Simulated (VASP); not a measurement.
# Sb (P1) in VASP: further runs

Sb is run at these levels: PBEsol; tasks: single point.

All numbers are computed with VASP 6.6.1; they aren't measurements. Logs are shortened: lines on timing, memory, paths and dates and some standing lists are left out, and cuts for length are marked.

### 1 The cell of the first run

The typed cell holds 4 atoms: a = 9.013 Å, b = 4.507 Å, c = 4.507 Å, α = 57.11°, β = 57.11°, γ = 57.11°.

### 2 Single point, PBEsol

Contents of INCAR:

```
SYSTEM = Sb
ALGO = Normal
EDIFF = 1E-6
ENCUT = 520
GGA = PS
ISIF = 2
ISMEAR = -1
LASPH = .TRUE.
LCHARG = .FALSE.
LREAL = .FALSE.
LWAVE = .FALSE.
NBANDS = 18
NELM = 80
PREC = Accurate
SIGMA = 0.08
```

Contents of KPOINTS:

```
k-points
0
G
  3 5 5
  0 0 0
```

Contents of POSCAR:

```
Sb
1.0
    4.3084000000      2.4874558998      7.5160000000
   -2.1542000000      1.2437279499      3.7580000000
    0.0000000000     -2.4874558998      3.7580000000
Sb
4
Direct
    0.1159790453      0.2293162747      0.2239584713
    0.6078601856      0.2393579165      0.2345784445
    0.4061748008      0.7393763401      0.7546207852
    0.8699859749      0.7919494821      0.7868422721
```

Potentials or basis: VASP PAW PBE potentials, release 64 (Sb).

Launch:

```bash
cat potpaw_PBE.64/Sb/POTCAR > POTCAR
mpirun -np 1 vasp_std > vasp.out
```

OUTCAR:

```text
SYSTEM = Sb
   EDIFF = 1E-6
   ENCUT = 520
   GGA = PS
   ISIF = 2
   ISMEAR = -1
   LASPH = .TRUE.
   LREAL = .FALSE.
   NELM = 80
   PREC = Accurate

 ion  position               nearest neighbor table
   1  0.116  0.229  0.224-   4 2.91   4 2.91   3 3.00   3 3.44   3 3.50   4 3.54
   2  0.608  0.239  0.235-   3 2.75   4 2.79   3 2.82   3 3.25   4 3.41   4 3.41
   3  0.406  0.739  0.755-   2 2.75   2 2.82   1 3.00   2 3.25   1 3.44   1 3.50
   4  0.870  0.792  0.787-   2 2.79   1 2.91   1 2.91   2 3.41   2 3.41   1 3.54

  LATTYP: Found a base centered monoclinic cell.
 ALAT       =     7.9169244567
 B/A-ratio  =     0.5442012266
 C/A-ratio  =     0.9425841740
 COS(beta)  =    -0.3141947247

  Lattice vectors:

 A1 = (  -2.1542000000,   1.2437279499,   3.7580000000)
 A2 = (   0.0000000000,  -2.4874558998,   3.7580000000)
 A3 = (   6.4626000000,   3.7311838497,   0.0000000000)

Analysis of symmetry for initial positions (statically):
=====================================================================
 Subroutine PRICEL returns:
 Original cell was already a primitive cell.

 Routine SETGRP: Setting up the symmetry group for a
 base centered monoclinic supercell.

 Subroutine GETGRP returns: Found  1 space group operations
 (whereof  1 operations were pure point group operations)
 out of a pool of  4 trial point group operations.

The static configuration has the point symmetry C_1 .

Analysis of symmetry for dynamics (positions and initial velocities):
=====================================================================
 Subroutine PRICEL returns:
 Original cell was already a primitive cell.

 Routine SETGRP: Setting up the symmetry group for a
 base centered monoclinic supercell.

 Subroutine GETGRP returns: Found  1 space group operations
 (whereof  1 operations were pure point group operations)
 out of a pool of  4 trial point group operations.

The dynamic configuration has the point symmetry C_1 .

 Subroutine INISYM returns: Found  1 space group operations
 (whereof  1 operations are pure point group operations),
 and found     1 'primitive' translations

----------------------------------------------------------------------------------------

                                     Primitive cell

  volume of cell :     120.8230

  direct lattice vectors                    reciprocal lattice vectors
     4.308400000  2.487455900  7.516000000     0.116052363  0.067002863  0.044349831
    -2.154200000  1.243727950  3.758000000    -0.232104726  0.134005726  0.088699663
     0.000000000 -2.487455900  3.758000000     0.000000000 -0.268011452  0.088699663

  length of vectors
     9.013323661  4.506661830  4.506661830     0.141153966  0.282307932  0.282307932

  position of ions in fractional coordinates (direct lattice)
     0.115979045  0.229316275  0.223958471
     0.607860186  0.239357916  0.234578445
     0.406174801  0.739376340  0.754620785
     0.869985975  0.791949482  0.786842272

  ion indices of the primitive-cell ions
   primitive index   ion index
                 1           1
                 2           2
                 3           3
                 4           4

----------------------------------------------------------------------------------------

 KPOINTS: k-points

Automatic generation of k-mesh.
 Grid dimensions read from file:
 generate k-points for:    3    5    5

 Generating k-lattice:

  Cartesian coordinates                     Fractional coordinates (reciprocal lattice)
     0.038684121  0.022334288  0.014783277     0.333333333  0.000000000  0.000000000
    -0.046420945  0.026801145  0.017739933     0.000000000  0.200000000 -0.000000000
     0.000000000 -0.053602290  0.017739933    -0.000000000 -0.000000000  0.200000000

  Length of vectors
     0.047051322  0.056461586  0.056461586

  Shift w.r.t. Gamma in fractional coordinates (k-lattice)
     0.000000000  0.000000000  0.000000000

 Subroutine IBZKPT returns following result:
 ===========================================

 Found     38 irreducible k-points:

 Following reciprocal coordinates:
            Coordinates               Weight
  0.000000  0.000000  0.000000      1.000000
  0.333333 -0.000000  0.000000      2.000000
 -0.000000  0.200000  0.000000      2.000000
  0.000000  0.000000 -0.200000      2.000000
  0.333333  0.200000  0.000000      2.000000
 -0.333333  0.000000 -0.200000      2.000000
[... 16 lines left out ...]
  0.333333 -0.200000 -0.400000      2.000000
  0.000000 -0.400000  0.200000      2.000000
 [... further k-points ...]
   k-points           NKPTS =     38   k-points in BZ     NKDIM =     38   number of bands    NBANDS=     18
   number of dos      NEDOS =    301   number of ions     NIONS =      4
   total plane-waves  NPLWV =  90720
   dimension x,y,z NGX =    70 NGY =   36 NGZ =   36
   dimension x,y,z NGXF=   140 NGYF=   72 NGZF=   72
   ions per type =               4
   NGX,Y,Z   is equivalent  to a cutoff of  12.91, 13.28, 13.28 a.u.
   NGXF,Y,Z  is equivalent  to a cutoff of  25.82, 26.56, 26.56 a.u.
 SYSTEM =  Sb
   PREC   = accura    normal or accurate (medium, high low for compatibility)
   ISTART =      0    job   : 0-new  1-cont  2-samecut
   ICHARG =      2    charge: 1-file 2-atom 10-const
   ISPIN  =      1    spin polarized calculation?
   LNONCOLLINEAR =      F non collinear calculations
   LSORBIT =      F    spin-orbit coupling
   LASPH  =      T    aspherical Exc in radial PAW
   ENCUT  =  520.0 eV  38.22 Ry    6.18 a.u.  16.76  8.38  8.38*2*pi/ulx,y,z
   NELM   =     80;   NELMIN=  2; NELMDL= -5     # of ELM steps
   EDIFF  = 0.1E-05   stopping-criterion for ELM
   LREAL  =      F    real-space projection
   EDIFFG = 0.1E-04   stopping-criterion for IOM
   NSW    =      0    number of steps for IOM
   IBRION =     -1    ionic relax: 0-MD 1-quasi-New 2-CG
   NFREE  =      0    steps in history (QN), initial steepest desc. (CG)
   ISIF   =      2    stress and relaxation
   ISYM   =      2    0-nonsym 1-usesym 2-fastsym
   POTIM  = 0.5000    time-step for ionic-motion
   TEBEG  =    0.0;   TEEND  =   0.0 temperature during run
   PSTRESS=    0.0 pullay stress
   NELECT =      20.0000    total number of electrons
   NUPDOWN=      -1.0000    fix difference up-down
   EMIN   =  10.00;   EMAX   =-10.00  energy-range for DOS
   EFERMI =   0.00;   METHOD = LEGACY
   ISMEAR =    -1;   SIGMA  =   0.08  broadening in eV -4-tet -1-fermi 0-gaus
   EFERMI_NEDOS =   21; number of points for ismear=-14 and -15
   IALGO  =     38    algorithm
   IMIX   =      4    mixing-type and parameters
     AMIX     =   0.40;   BMIX     =  1.00
     AMIX_MAG =   1.60;   BMIX_MAG =  1.00
  volume/ion in A,a.u.               =      30.21       203.84
  Fermi-wavevector in a.u.,A,eV,Ry     =   0.898880  1.698637 10.993305  0.807985
  Thomas-Fermi vector in A             =   2.021644
   LORBIT       =      0    0 simple, 1 ext, 2 COOP (PROOUT), +10 PAW based schemes
   GGA     = PS    functional components
   LHFCALC =     F    Hartree Fock is set to
   AEXX    =    0.0000 exact exchange contribution
   IVDW    =     0    specifies the selected vdW correction
   LEPSILON=     F    determine dielectric tensor
   LRPA    =     F    only Hartree local field effects (RPA)
 non-spin polarized calculation
  energy-cutoff  :      520.00
  volume of cell :      120.82
 maximum number of plane-waves:      3270
 NGX is ok and might be reduce to    70
   NGX = 33   NGY = 17   NGZ = 17

 number of electron      20.0000000 magnetization

 Free energy of the ion-electron system (eV)
  ---------------------------------------------------
  ext. energy  EPLUGINS =         0.00000000
  ---------------------------------------------------
  free energy    TOTEN  =       -17.99171337 eV

  energy without entropy =      -17.97433277  energy(sigma->0) =      -17.98302307

 E-fermi :   7.1218     XC(G=0):  -9.6464

 val. band max:        7.0596372215   @ k =   0.3333   0.4000   0.2000
 cond. band min:       7.2125425374   @ k =   0.0000  -0.4000   0.4000
 fundamental gap:      0.1529053159
 Fermi energy:         7.1218083277

 k-point     1 :       0.0000    0.0000    0.0000
  band No.  band energies     occupation
      1      -5.7922      2.00000
      2      -3.4275      2.00000
      3      -2.3546      2.00000
      4       2.4087      2.00000
      5       4.6420      2.00000
      6       4.9658      2.00000
[... 10 lines left out ...]
     17      12.2757      0.00000
     18      12.4034      0.00000

 k-point     2 :       0.3333   -0.0000    0.0000
  band No.  band energies     occupation
      1      -5.5522      2.00000
      2      -4.3868      2.00000
      3      -0.8879      2.00000
      4       1.2276      2.00000
      5       4.6557      2.00000
      6       4.8892      2.00000
[... 10 lines left out ...]
     17      11.5251      0.00000
     18      12.2783      0.00000

 k-point     3 :      -0.0000    0.2000    0.0000
  band No.  band energies     occupation
      1      -5.3578      2.00000
      2      -3.4787      2.00000
      3      -1.7772      2.00000
      4       0.7381      2.00000
      5       2.9931      2.00000
      6       4.2109      2.00000
[... 10 lines left out ...]
     17      11.6361      0.00000
     18      12.0206      0.00000

 k-point     4 :       0.0000    0.0000   -0.2000
  band No.  band energies     occupation
      1      -5.3587      2.00000
      2      -3.4587      2.00000
      3      -1.8094      2.00000
      4       0.7341      2.00000
      5       3.0105      2.00000
      6       4.1988      2.00000
[... 10 lines left out ...]
     17      11.6305      0.00000
     18      12.0569      0.00000

 k-point     5 :       0.3333    0.2000    0.0000
  band No.  band energies     occupation
      1      -5.3354      2.00000
      2      -3.5540      2.00000
      3      -1.7630      2.00000
      4       0.9637      2.00000
      5       2.8547      2.00000
      6       4.1243      2.00000
[... 10 lines left out ...]
     17      11.5524      0.00000
     18      12.7558      0.00000

 k-point     6 :      -0.3333    0.0000   -0.2000
  band No.  band energies     occupation
      1      -5.3310      2.00000
      2      -3.5667      2.00000
      3      -1.7365      2.00000
      4       0.9179      2.00000
      5       2.8338      2.00000
      6       4.1532      2.00000
[... 10 lines left out ...]
     17      11.4598      0.00000
     18      12.7063      0.00000

 k-point     7 :      -0.3333    0.2000    0.0000
  band No.  band energies     occupation
      1      -5.0431      2.00000
      2      -4.3087      2.00000
      3      -0.4215      2.00000
      4       0.0025      2.00000
      5       3.4308      2.00000
      6       3.7363      2.00000
[... 10 lines left out ...]
     17      11.1403      0.00000
     18      11.5444      0.00000

 k-point     8 :       0.3333    0.0000   -0.2000
  band No.  band energies     occupation
      1      -5.0401      2.00000
      2      -4.3090      2.00000
      3      -0.3888      2.00000
      4      -0.0464      2.00000
      5       3.4038      2.00000
      6       3.7329      2.00000
[... 10 lines left out ...]
     17      11.0874      0.00000
     18      11.5299      0.00000
[... 229 lines left out ...]
     17      11.4345      0.00000
     18      12.3256      0.00000

 k-point    20 :       0.3333    0.4000    0.2000
  band No.  band energies     occupation
      1      -4.7935      2.00000
      2      -3.1589      2.00000
      3      -1.6531      2.00000
      4      -0.3857      2.00000
      5       2.2666      2.00000
      6       2.4664      2.00000
[... 10 lines left out ...]
     17      12.1995      0.00000
     18      12.8242      0.00000

 k-point    21 :      -0.3333   -0.2000   -0.4000
  band No.  band energies     occupation
      1      -4.7930      2.00000
      2      -3.1257      2.00000
      3      -1.7064      2.00000
      4      -0.3977      2.00000
      5       2.2926      2.00000
      6       2.4669      2.00000
[... 10 lines left out ...]
     17      12.2719      0.00000
     18      12.7845      0.00000

 k-point    22 :      -0.3333    0.4000    0.2000
  band No.  band energies     occupation
      1      -4.7481      2.00000
      2      -3.2645      2.00000
      3      -1.6523      2.00000
      4      -0.4450      2.00000
      5       2.3749      2.00000
      6       3.1307      2.00000
[... 10 lines left out ...]
     17      11.9863      0.00000
     18      12.6614      0.00000

 k-point    23 :       0.3333   -0.2000   -0.4000
  band No.  band energies     occupation
      1      -4.7399      2.00000
      2      -3.2744      2.00000
      3      -1.6329      2.00000
      4      -0.4746      2.00000
      5       2.3300      2.00000
      6       3.1536      2.00000
[... 10 lines left out ...]
     17      11.9071      0.00000
     18      12.6480      0.00000

 k-point    24 :       0.0000   -0.4000    0.2000
  band No.  band energies     occupation
      1      -3.6171      2.00000
      2      -2.9994      2.00000
      3      -2.3795      2.00000
      4      -1.2665      2.00000
      5       1.8140      2.00000
      6       2.8792      2.00000
[... 10 lines left out ...]
     17      12.8688      0.00000
     18      13.3849      0.00000

 [... further k-points ...]
[... 5 lines left out ...]
  --------------------------------------------------------------------------------------
  -------------------------------------------------------------------------------------
  Total        1.7528351      1.6977667      1.3812432     -0.3949737     -0.4387567      0.0488934
  in kB       23.2435365     22.5133000     18.3160274     -5.2375643     -5.8181495      0.6483531
  external PRESSURE =      21.3576213 kB  Pullay stress =       0.0000000 kB

 VOLUME and BASIS-vectors are now :
 -----------------------------------------------------------------------------
  energy-cutoff  :      520.00
  volume of cell :      120.82
      direct lattice vectors                 reciprocal lattice vectors
     4.308400000  2.487455900  7.516000000     0.116052363  0.067002863  0.044349831
    -2.154200000  1.243727950  3.758000000    -0.232104726  0.134005726  0.088699663
     0.000000000 -2.487455900  3.758000000     0.000000000 -0.268011452  0.088699663

 POSITION                                       TOTAL-FORCE (eV/Angst)
 -----------------------------------------------------------------------------------
      0.00569      0.01661      2.57510         0.005278      0.023782      0.242460
      2.10328      1.22622      6.34973         0.275255     -0.136871      1.209532
      0.15720      0.05284      8.66725        -1.193687     -0.350449     -0.844840
      2.04223      1.19179     12.47191         0.913154      0.463538     -0.607152
 -----------------------------------------------------------------------------------
    total drift:                                0.000043      0.000019      0.000043

  FREE ENERGIE OF THE ION-ELECTRON SYSTEM (eV)
  ---------------------------------------------------
  free  energy   TOTEN  =       -17.9917133750 eV

  energy  without entropy=      -17.9743327697  energy(sigma->0) =      -17.98302307
```

Wall time 84 s (1 thread of Intel Xeon 6975P-C, shared host); peak memory 0.3 GiB.

What came out:

```
Free energy            : -17.9917 eV
Pressure               : 2.1 GPa
Largest force          : 1.504 eV/Å
Band gap on the k mesh : zero (band 10 reaches 7.06 eV, above the bottom of band 11 at 6.95 eV)
```

Forces in eV/Å, atoms in the order of the input:
```
Sb   0.005  0.024  0.242
Sb   0.275 -0.137  1.210
Sb  -1.194 -0.350 -0.845
Sb   0.913  0.464 -0.607
```

Stress tensor (GPa, compression positive):
```
 2.32 -0.52  0.06
-0.52  2.25 -0.58
 0.06 -0.58  1.83
```

Levels at points of the mesh, in eV from the Fermi level:
```csv
k point,band 8,band 9,band 10,band 11,band 12,band 13
"(0.00, 0.00, 0.00)",-1.77,-1.68,-0.40,-0.17,0.42,0.82
```

Caveat: the PAW data sets were made with another functional, which shifts forces and pressure a little; spin-orbit coupling is left out, which moves the levels of the heavy elements.

[end of part 1 of 2]
